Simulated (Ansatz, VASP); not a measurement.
## Sn in VASP and in Ansatz

```xyz
1
Lattice="-1.7380 1.7873 2.3538 1.7380 -1.7873 2.3538 1.7380 1.7873 -2.3538" Properties=species:S:1:pos:R:3 pbc="T T T"
Sn    0.0000    0.0000    0.0000
```

Change from the starting cell: volume scaled by 1.02.

Alike in both runs: task single point; functional LDA; k mesh 11 × 11 × 11; occupations fermi-dirac, width 0.05 eV; no spin polarisation.

```csv
,VASP,Ansatz
version,VASP 6.6.1,Ansatz 0.2.0
potentials or method,"VASP PAW LDA potentials, release 64 (Sn_d), cutoff 520 eV","all-electron LAPW, scalar-relativistic"
```

VASP gave:

```
gap on the k mesh at the Fermi level (eV)                     : none
pressure (GPa)                                                : -5.5
traceless stress, the component that is largest in VASP (GPa) : -0.95
```

Task: Which values does Ansatz return?

Result: gap on the k mesh at the Fermi level (eV): none; pressure (GPa): -5.5; traceless stress, the component that is largest in VASP (GPa): -0.97.

LDA's correlation is that of Perdew and Zunger in VASP and of Perdew and Wang (1992) in Ansatz. A gap of «none» marks a metal or a gap that the smearing closes. Ansatz ran all-electron here, and VASP with PAW potentials.
